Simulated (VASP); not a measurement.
Write the native input for VASP 6.6.1 that does the following.

```yaml
Task: single point
Functional: LDA
Potentials_or_basis: VASP PAW LDA potentials, release 64 (Mn_pv, O)
Cutoff: 520 eV
k_mesh: 10 × 10 × 10
Occupations: gaussian, width 0.05 eV
Spin: collinear spin, ferromagnetic start
Starting_moments: "[4.0, 0.0] μB"
Dipole_correction: no
Further_INCAR_settings: ALGO = Normal; EDIFF = 1e-06; NBANDS = 20
```

The structure of MnO lies in POSCAR:

```
MnO
1.0
    0.0000000000      2.2239077028      2.2239077028
    2.2239077028      0.0000000000      2.2239077028
    2.2239077028      2.2239077028      0.0000000000
Mn O
1 1
Direct
    0.0000000000      0.0000000000      0.0000000000
    0.5000000000      0.5000000000      0.5000000000
```

One way to write it, as run:

INCAR

```
PREC     = Accurate       # precision mode
ENCUT    = 520            # plane-wave cutoff, eV
EDIFF    = 1E-6           # SCF threshold, eV
ISMEAR   = 0              # smearing method
SIGMA    = 0.05           # smearing width, eV
LREAL    = F              # projectors in reciprocal space
LASPH    = T              # aspherical terms in the spheres
NELM     = 150            # most SCF steps
ALGO     = Normal         # electronic algorithm
ISIF     = 2              # what is computed and relaxed
LWAVE    = F              # write WAVECAR
LCHARG   = F              # write CHGCAR
ISPIN    = 2              # spin polarisation
MAGMOM   = 4 0            # initial moments
LORBIT   = 11             # projections on sites
LMAXMIX  = 4              # l up to which the mixer works
NBANDS   = 20             # bands
```

KPOINTS

```
regular mesh
0
Gamma
  10 10 10
```

Potentials or basis: VASP PAW LDA potentials, release 64 (Mn_pv, O).

The run is started by

```console
$ cat potpaw_LDA.64/Mn_pv/POTCAR potpaw_LDA.64/O/POTCAR > POTCAR
$ mpirun -np 1 vasp_std > vasp.out
```

It gave:

- Pressure: -17.8 GPa
- Net moment: 4.52 μB per cell
- Site moments: Mn +4.11; O +0.18 μB
- Valence electrons inside the program's atomic spheres: Mn 11.38; O 4.92

Caveat: the cell stands under tension; a cell with one magnetic atom can't hold antiferromagnetic order, which such compounds often take.

Run time: 49 s on 1 thread of Intel Xeon 8259CL (shared host), peak memory 0.15 GiB.
